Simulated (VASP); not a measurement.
# BAs (I-4m2) in VASP: further runs

The runs below take BAs through single point, with PBE.

All numbers are computed with VASP 6.6.1; they aren't measurements. Logs are shortened: lines on timing, memory, paths and dates and some standing lists are left out, and cuts for length are marked.

### Step 1. The cell of the first run

Symmetry: I-4m2, No. 119, tetragonal system. The conventional cell has a = 3.378 Å, b = 3.378 Å, c = 4.681 Å, α = 90.00°, β = 90.00°, γ = 90.00°. Within 2.7 Å of B (site symmetry -4m2) lie 4 As at 2.05 Å. As (site symmetry -4m2) has 4 B at 2.05 Å within 2.7 Å.

### Step 2. Single point, PBE (z stretched by -2 %, then relaxed in part)

INCAR

```
PREC     = Accurate       # precision mode
ENCUT    = 520            # plane-wave cutoff, eV
EDIFF    = 1E-7           # SCF threshold, eV
ISMEAR   = -1             # smearing method
SIGMA    = 0.02           # smearing width, eV
LREAL    = F              # projectors in reciprocal space
LASPH    = T              # aspherical terms in the spheres
NELM     = 100            # most SCF steps
ALGO     = Normal         # electronic algorithm
ISIF     = 2              # what is computed and relaxed
LWAVE    = F              # write WAVECAR
LCHARG   = F              # write CHGCAR
GGA      = PE             # functional
NBANDS   = 11             # bands
```

KPOINTS

```
regular mesh
0
Gamma
  16 16 16
```

POSCAR

```
BAs
1.0
    0.0000000000      2.3885000000      2.3407300000
    2.3885000000      0.0000000000      2.3407300000
    2.3885000000      2.3885000000      0.0000000000
B As
1 1
Direct
    0.0000000000      0.0000000000      0.0000000000
    0.2500000000      0.2500000000      0.2500000000
```

Potentials or basis: VASP PAW PBE potentials, release 64 (B, As).

On the command line:

```
$ cat potpaw_PBE.64/B/POTCAR potpaw_PBE.64/As/POTCAR > POTCAR
$ mpirun -np 1 vasp_std > vasp.out
```

OUTCAR:

```text
PREC = Accurate
   ENCUT = 520
   EDIFF = 1E-7
   ISMEAR = -1
   LREAL = F
   LASPH = T
   NELM = 100
   ISIF = 2
   GGA = PE

 ion  position               nearest neighbor table
   1  0.000  0.000  0.000-   2 2.05   2 2.05   2 2.05   2 2.05
   2  0.250  0.250  0.250-   1 2.05   1 2.05   1 2.05   1 2.05

  LATTYP: Found a body centered tetragonal cell.
 ALAT       =     3.3778490937
 C/A-ratio  =     1.3859292911

  Lattice vectors:

 A1 = (   0.0000000000,  -2.3885000000,  -2.3407300000)
 A2 = (   0.0000000000,   2.3885000000,  -2.3407300000)
 A3 = (   2.3885000000,   0.0000000000,   2.3407300000)

Analysis of symmetry for initial positions (statically):
=====================================================================
 Subroutine PRICEL returns:
 Original cell was already a primitive cell.

 Routine SETGRP: Setting up the symmetry group for a
 body centered tetragonal supercell.

 Subroutine GETGRP returns: Found  8 space group operations
 (whereof  8 operations were pure point group operations)
 out of a pool of 16 trial point group operations.

The static configuration has the point symmetry D_2d.

Analysis of symmetry for dynamics (positions and initial velocities):
=====================================================================
 Subroutine PRICEL returns:
 Original cell was already a primitive cell.

 Routine SETGRP: Setting up the symmetry group for a
 body centered tetragonal supercell.

 Subroutine GETGRP returns: Found  8 space group operations
 (whereof  8 operations were pure point group operations)
 out of a pool of 16 trial point group operations.

The dynamic configuration has the point symmetry D_2d.

 Subroutine INISYM returns: Found  8 space group operations
 (whereof  8 operations are pure point group operations),
 and found     1 'primitive' translations

----------------------------------------------------------------------------------------

                                     Primitive cell

  volume of cell :      26.7074

  direct lattice vectors                    reciprocal lattice vectors
     0.000000000  2.388500000  2.340730000    -0.209336404  0.209336404  0.213608575
     2.388500000  0.000000000  2.340730000     0.209336404 -0.209336404  0.213608575
     2.388500000  2.388500000  0.000000000     0.209336404  0.209336404 -0.213608575

  length of vectors
     3.344241197  3.344241197  3.377849094     0.365064492  0.365064492  0.365064492

  position of ions in fractional coordinates (direct lattice)
     0.000000000  0.000000000  0.000000000
     0.250000000  0.250000000  0.250000000

  ion indices of the primitive-cell ions
   primitive index   ion index
                 1           1
                 2           2

----------------------------------------------------------------------------------------

 KPOINTS: regular mesh

Automatic generation of k-mesh.
 Grid dimensions read from file:
 generate k-points for:   16   16   16

 Generating k-lattice:

  Cartesian coordinates                     Fractional coordinates (reciprocal lattice)
    -0.013083525  0.013083525  0.013350536     0.062500000  0.000000000  0.000000000
     0.013083525 -0.013083525  0.013350536     0.000000000  0.062500000  0.000000000
     0.013083525  0.013083525 -0.013350536     0.000000000  0.000000000  0.062500000

  Length of vectors
     0.022816531  0.022816531  0.022816531

  Shift w.r.t. Gamma in fractional coordinates (k-lattice)
     0.000000000  0.000000000  0.000000000

 Subroutine IBZKPT returns following result:
 ===========================================

 Found    349 irreducible k-points:

 Following reciprocal coordinates:
            Coordinates               Weight
  0.000000  0.000000  0.000000      1.000000
  0.062500 -0.000000  0.000000      8.000000
  0.125000 -0.000000  0.000000      8.000000
  0.187500 -0.000000  0.000000      8.000000
  0.250000 -0.000000  0.000000      8.000000
  0.312500 -0.000000  0.000000      8.000000
[... 16 lines left out ...]
 -0.125000  0.062500  0.000000      8.000000
 -0.062500  0.062500  0.000000      4.000000
 [... further k-points ...]
   k-points           NKPTS =    349   k-points in BZ     NKDIM =    349   number of bands    NBANDS=     11
   number of dos      NEDOS =    301   number of ions     NIONS =      2
   total plane-waves  NPLWV =  21952
   dimension x,y,z NGX =    28 NGY =   28 NGZ =   28
   dimension x,y,z NGXF=    56 NGYF=   56 NGZF=   56
   ions per type =               1   1
   NGX,Y,Z   is equivalent  to a cutoff of  13.92, 13.92, 13.78 a.u.
   NGXF,Y,Z  is equivalent  to a cutoff of  27.84, 27.84, 27.56 a.u.
 SYSTEM =  unknown system
   PREC   = accura    normal or accurate (medium, high low for compatibility)
   ISTART =      0    job   : 0-new  1-cont  2-samecut
   ICHARG =      2    charge: 1-file 2-atom 10-const
   ISPIN  =      1    spin polarized calculation?
   LNONCOLLINEAR =      F non collinear calculations
   LSORBIT =      F    spin-orbit coupling
   LASPH  =      T    aspherical Exc in radial PAW
   ENCUT  =  520.0 eV  38.22 Ry    6.18 a.u.   6.22  6.22  6.28*2*pi/ulx,y,z
   NELM   =    100;   NELMIN=  2; NELMDL= -5     # of ELM steps
   EDIFF  = 0.1E-06   stopping-criterion for ELM
   LREAL  =      F    real-space projection
   EDIFFG = 0.1E-05   stopping-criterion for IOM
   NSW    =      0    number of steps for IOM
   IBRION =     -1    ionic relax: 0-MD 1-quasi-New 2-CG
   NFREE  =      0    steps in history (QN), initial steepest desc. (CG)
   ISIF   =      2    stress and relaxation
   ISYM   =      2    0-nonsym 1-usesym 2-fastsym
   POTIM  = 0.5000    time-step for ionic-motion
   TEBEG  =    0.0;   TEEND  =   0.0 temperature during run
   PSTRESS=    0.0 pullay stress
   NELECT =       8.0000    total number of electrons
   NUPDOWN=      -1.0000    fix difference up-down
   EMIN   =  10.00;   EMAX   =-10.00  energy-range for DOS
   EFERMI =   0.00;   METHOD = LEGACY
   ISMEAR =    -1;   SIGMA  =   0.02  broadening in eV -4-tet -1-fermi 0-gaus
   EFERMI_NEDOS =   21; number of points for ismear=-14 and -15
   IALGO  =     38    algorithm
   IMIX   =      4    mixing-type and parameters
     AMIX     =   0.40;   BMIX     =  1.00
     AMIX_MAG =   1.60;   BMIX_MAG =  1.00
  volume/ion in A,a.u.               =      13.35        90.12
  Fermi-wavevector in a.u.,A,eV,Ry     =   1.095370  2.069949 16.324756  1.199836
  Thomas-Fermi vector in A             =   2.231692
   LORBIT       =      0    0 simple, 1 ext, 2 COOP (PROOUT), +10 PAW based schemes
   GGA     = PE    functional components
   LHFCALC =     F    Hartree Fock is set to
   AEXX    =    0.0000 exact exchange contribution
   IVDW    =     0    specifies the selected vdW correction
   LEPSILON=     F    determine dielectric tensor
   LRPA    =     F    only Hartree local field effects (RPA)
 non-spin polarized calculation
  energy-cutoff  :      520.00
  volume of cell :       26.71
 maximum number of plane-waves:       740
 NGX is ok and might be reduce to    28
   NGX = 13   NGY = 13   NGZ = 13

 number of electron       8.0000001 magnetization

 Free energy of the ion-electron system (eV)
  ---------------------------------------------------
  ext. energy  EPLUGINS =         0.00000000
  ---------------------------------------------------
  free energy    TOTEN  =       -11.38521217 eV

  energy without entropy =      -11.38521217  energy(sigma->0) =      -11.38521217

 E-fermi :   6.7904     XC(G=0): -10.6727

 val. band max:        6.4802858312   @ k =   0.0000   0.0000   0.0000
 cond. band min:       7.3436383054   @ k =   0.3750   0.3750   0.0000
 fundamental gap:      0.8633524743
 Fermi energy:         6.7904195501

 k-point     1 :       0.0000    0.0000    0.0000
  band No.  band energies     occupation
      1      -9.2359      2.00000
      2       6.2866      2.00000
      3       6.2866      2.00000
      4       6.4803      2.00000
      5       9.5685      0.00000
      6       9.6998      0.00000
      7       9.6998      0.00000
      8      11.2919      0.00000
      9      16.0355      0.00000
     10      19.1053      0.00000
     11      19.6399      0.00000

 k-point     2 :       0.0625   -0.0000    0.0000
  band No.  band energies     occupation
      1      -9.1704      2.00000
      2       5.7006      2.00000
      3       6.1525      2.00000
      4       6.2968      2.00000
      5       9.7185      0.00000
      6       9.8675      0.00000
      7       9.8703      0.00000
      8      11.6318      0.00000
      9      16.3081      0.00000
     10      18.5343      0.00000
     11      18.9696      0.00000

 k-point     3 :       0.1250   -0.0000    0.0000
  band No.  band energies     occupation
      1      -8.9750      2.00000
      2       4.3649      2.00000
      3       5.8299      2.00000
      4       5.9784      2.00000
      5       9.8022      0.00000
      6      10.2319      0.00000
      7      10.2771      0.00000
      8      12.5091      0.00000
      9      17.0020      0.00000
     10      17.8300      0.00000
     11      18.1839      0.00000

 k-point     4 :       0.1875   -0.0000    0.0000
  band No.  band energies     occupation
      1      -8.6535      2.00000
      2       2.8498      2.00000
      3       5.4473      2.00000
      4       5.6136      2.00000
      5       9.6768      0.00000
      6      10.7042      0.00000
      7      10.7194      0.00000
      8      13.5091      0.00000
      9      17.4622      0.00000
     10      17.5303      0.00000
     11      17.8307      0.00000
[... 239 lines left out ...]
 k-point    22 :      -0.1875    0.0625    0.0000
  band No.  band energies     occupation
      1      -8.4690      2.00000
      2       2.3631      2.00000
      3       4.7553      2.00000
      4       5.5689      2.00000
      5       9.8917      0.00000
      6      10.5946      0.00000
      7      11.2415      0.00000
      8      13.6953      0.00000
      9      16.7357      0.00000
     10      17.6783      0.00000
     11      18.5600      0.00000

 k-point    23 :      -0.1250    0.0625    0.0000
  band No.  band energies     occupation
      1      -8.8283      2.00000
      2       3.8319      2.00000
      3       5.1426      2.00000
      4       5.9289      2.00000
      5       9.9965      0.00000
      6      10.1887      0.00000
      7      10.7873      0.00000
      8      12.8976      0.00000
      9      16.9972      0.00000
     10      17.4572      0.00000
     11      18.1154      0.00000

 k-point    24 :      -0.0625    0.0625    0.0000
  band No.  band energies     occupation
      1      -9.0638      2.00000
      2       5.0742      2.00000
      3       5.6840      2.00000
      4       6.1630      2.00000
      5       9.8833      0.00000
      6       9.9248      0.00000
      7      10.2927      0.00000
      8      12.0967      0.00000
      9      16.7242      0.00000
     10      17.6440      0.00000
     11      18.5373      0.00000

 [... further k-points ...]

------------------------ aborting loop because EDIFF is reached ----------------------------------------

  FORCE on cell =-STRESS in cart. coord.  units (eV):
  Direction    XX          YY          ZZ          XY          YZ          ZX
  --------------------------------------------------------------------------------------
  -------------------------------------------------------------------------------------
  Total        0.8550204      0.8550204      1.5392238      0.0000000      0.0000000      0.0000000
  in kB       51.2926650     51.2926650     92.3380175      0.0000000      0.0000000      0.0000000
  external PRESSURE =      64.9744491 kB  Pullay stress =       0.0000000 kB

 VOLUME and BASIS-vectors are now :
 -----------------------------------------------------------------------------
  energy-cutoff  :      520.00
  volume of cell :       26.71
      direct lattice vectors                 reciprocal lattice vectors
     0.000000000  2.388500000  2.340730000    -0.209336404  0.209336404  0.213608575
     2.388500000  0.000000000  2.340730000     0.209336404 -0.209336404  0.213608575
     2.388500000  2.388500000  0.000000000     0.209336404  0.209336404 -0.213608575

 POSITION                                       TOTAL-FORCE (eV/Angst)
 -----------------------------------------------------------------------------------
      0.00000      0.00000      0.00000        -0.000000     -0.000000     -0.000000
      1.19425      1.19425      1.17037         0.000000      0.000000      0.000000
 -----------------------------------------------------------------------------------
    total drift:                               -0.000000     -0.000000     -0.000000

  FREE ENERGIE OF THE ION-ELECTRON SYSTEM (eV)
  ---------------------------------------------------
  free  energy   TOTEN  =       -11.3852121681 eV

  energy  without entropy=      -11.3852121681  energy(sigma->0) =      -11.38521217
```

It took 2.5 min on 1 thread of Intel Xeon Platinum 8259CL at 2.50GHz (Skylake/Cascade Lake), shared host; peak memory 0.24 GiB.

What came out:

- Free energy: -11.3852 eV
- Pressure: 6.5 GPa
- Band gap on the k mesh: 0.86 eV, indirect (least direct gap 3.09 eV)

Caveat: the cell differs from its parent crystal (z stretched by -2 %, then relaxed in part). A k mesh can miss the band edges.

### Step 3. Single point, PBE (z stretched by -1 %, then relaxed in part)

INCAR

```
  ALGO = Normal
  EDIFF = 1E-7
  ENCUT = 520
  GGA = PE
  ISIF = 2
  ISMEAR = -1
  LASPH = True
  LCHARG = False
  LREAL = False
  LWAVE = False
  NBANDS = 11
  NELM = 60
  PREC = Accurate
  SIGMA = 0.02
```

KPOINTS

```
k-points
0
Gamma
  16 16 16
```

POSCAR

```
BAs
1.0
    0.0000000000      2.3885000000      2.3646150000
    2.3885000000      0.0000000000      2.3646150000
    2.3885000000      2.3885000000      0.0000000000
B As
1 1
Direct
    0.0000000000      0.0000000000      0.0000000000
    0.2500000000      0.2500000000      0.2500000000
```

Potentials or basis: VASP PAW PBE potentials, release 64 (B, As).

On the command line:

```
$ cat potpaw_PBE.64/B/POTCAR potpaw_PBE.64/As/POTCAR > POTCAR
$ mpirun -np 1 vasp_std > vasp.out
```

Wall time 2.7 min (1 thread of Intel Xeon Platinum 8259CL at 2.50GHz (Skylake/Cascade Lake), shared host); peak memory 0.24 GiB.

Results (log left out):

| Item | Value |
| --- | --- |
| Free energy | -11.3985 eV |
| Pressure | 4.9 GPa |
| Band gap on the k mesh | 1.03 eV, indirect (least direct gap 3.18 eV) |

Stress tensor (GPa, compression positive):
```
4.24 0.00 0.00
0.00 4.24 0.00
0.00 0.00 6.30
```

Levels at points of the mesh, in eV from the valence-band top:
```
           k point  band 1  band 2  band 3  band 4  band 5  band 6  band 7  band 8
(0.00, 0.00, 0.00)  -15.56   -0.10   -0.10    0.00    3.18    3.25    3.25    4.75
(0.50, 0.00, 0.00)  -12.65   -8.93   -1.96   -1.84    2.68    4.69    4.78    8.82
(0.50, 0.50, 0.00)  -11.26   -8.60   -4.25   -4.25    1.27    1.28   11.40   11.40
(0.50, 0.00, 0.50)  -11.34   -8.68   -4.16   -4.15    1.39    1.41   11.32   11.47
```

Caveat: the cell differs from its parent crystal (z stretched by -1 %, then relaxed in part). A k mesh can miss the band edges.

(Part 1 of 2 ends here.)
